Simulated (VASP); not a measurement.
Mg: relaxation of cell and atoms with PBE

The system is Mg.

```
Mg
1.0
     3.20994    0.00000    0.00000
    -1.60497    2.77989    0.00000
     0.00000    0.00000    5.13994
Mg
2
Direct
  0.33333 0.66667 0.25000
  0.66667 0.33333 0.75000
```

| Property | Result |
| --- | --- |
| Program | VASP 6.6.1 |
| Task | relaxation of cell and atoms |
| Functional | PBE |
| Potentials or basis | VASP PAW PBE potentials, release 64 (Mg) |
| Cutoff | 600 eV |
| k mesh | 15 × 15 × 8 |
| Occupations | fermi-dirac, width 0.15 eV |
| Spin | no spin polarisation |
| Dipole correction | no |
| Further INCAR settings | ALGO = Fast; EDIFF = 1e-07; IBRION = 2; EDIFFG = -0.001; NSW = 80; ISIF = 3 |

```
Relaxed volume                        : 22.92 Å³/atom
Relaxed cell                          : a = 3.203 Å, b = 3.203 Å, c = 5.158 Å, α = 90.00°, β = 90.00°, γ = 120.00°
Space group after relaxing (to 0.1 Å) : P6_3/mmc (No. 194)
Energy gained by relaxing             : 0.1 meV/atom
Ionic steps                           : 5
Pressure after relaxing               : 0.0 GPa
Band gap on the k mesh                : zero (bands 2 and 3 overlap by 2.07 eV)
```

Step by step:
```csv
step,energy change (eV),largest force (eV/Å),pressure (GPa),volume (Å³)
1,0.0000,0.0000,-0.02,45.87
2,-0.0001,0.0000,-0.01,45.84
3,-0.0001,0.0000,0.02,45.80
4,-0.0001,0.0000,0.03,45.80
5,-0.0001,0.0000,0.00,45.83
```

Final structure:
```yaml
crystal:
  lattice:
    - [3.20334, 0.00000, 0.00000]
    - [-1.60167, 2.77417, 0.00000]
    - [0.00000, 0.00000, 5.15773]
  atoms:
    - { symbol: Mg, position: [0.33333, 0.66667, 0.25000] }
    - { symbol: Mg, position: [0.66667, 0.33333, 0.75000] }
```

Levels at points of the mesh, in eV from the Fermi level:
```csv
k point,band 1,band 2,band 3,band 4,band 5,band 6
"(0.00, 0.00, 0.00)",-6.94,-1.64,-1.17,10.86,10.86,10.96
"(0.00, 0.00, 0.50)",-5.53,-5.53,5.16,5.16,11.62,11.62
```

Run time: 100 s on 1 thread of Oxide Virtual Turin-like Processor, with other jobs on the host, peak memory 0.19 GiB.
